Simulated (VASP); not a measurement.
Here is a VASP 6.6.1 calculation.

INCAR

```
SYSTEM = Sc2InSbAs2
ALGO = Normal
EDIFF = 1E-6
EDIFFG = -0.04
ENCUT = 600
GGA = PE
IBRION = 2
ISIF = 3
ISMEAR = 0
LASPH = .TRUE.
LCHARG = .FALSE.
LREAL = .FALSE.
LWAVE = .FALSE.
NELM = 60
NSW = 90
PREC = Accurate
SIGMA = 0.1
```

The input KPOINTS:

```
k-points
0
G
  6 6 2
  0 0 0
```

The input POSCAR:

```
Sc2InSbAs2
1.0
    4.5511687800      0.0000000000      0.0000000000
   -2.2755843900      3.9414277800      0.0000000000
    0.0000000000      0.0000000000      9.6020060500
Sc In Sb As
2 1 1 2
Direct
    0.3333333300      0.6666666700      0.0000000000
    0.6666666700      0.3333333300      0.0000000000
    0.0000000000      0.0000000000      0.0000000000
    0.0000000000      0.0000000000      0.5000000000
    0.0000000000      0.0000000000      0.2792641600
    0.0000000000      0.0000000000      0.7207358400
```

Potentials or basis: VASP PAW PBE potentials, release 64 (Sc_sv, In_d, Sb, As).

Command:

```bash
$ cat potpaw_PBE.64/Sc_sv/POTCAR potpaw_PBE.64/In_d/POTCAR potpaw_PBE.64/Sb/POTCAR potpaw_PBE.64/As/POTCAR > POTCAR
$ mpirun -np 1 vasp_std > vasp.out
```

Task: What does it give for the space group after relaxing (to 0.1 Å)?

Result: P6/mmm (No. 191).

Task: Predict the relaxed volume.

Result: 41.31 Å³/atom.

Task: Predict the relaxed cell.

Result: a = 5.241 Å, b = 5.241 Å, c = 10.419 Å, α = 90.00°, β = 90.00°, γ = 120.00°.

The path:
```
step  energy change (eV)  largest force (eV/Å)  pressure (GPa)  volume (Å³)
   1              0.0000                8.0293           23.34       172.24
   2             -2.2207                0.2694           -3.80       297.08
   3             -4.1011                0.1149            1.07       225.26
   4             -4.1156                0.1784            1.51       222.55
   5             -4.1194                0.2871            2.20       218.74
   6             -4.9960                0.1436            0.38       242.13
   7             -4.9978                0.1748            0.35       243.45
   8             -4.9977                0.1632            0.36       242.96
   9             -5.0027                0.1323            0.01       245.86
  10             -5.0027                0.1270           -0.07       246.42
  11             -5.0055                0.0443           -0.07       247.74
  12             -5.0056                0.0353           -0.07       247.87
```

Caveat: the volume moved by over 15 % at a fixed basis, so the end points are rough.
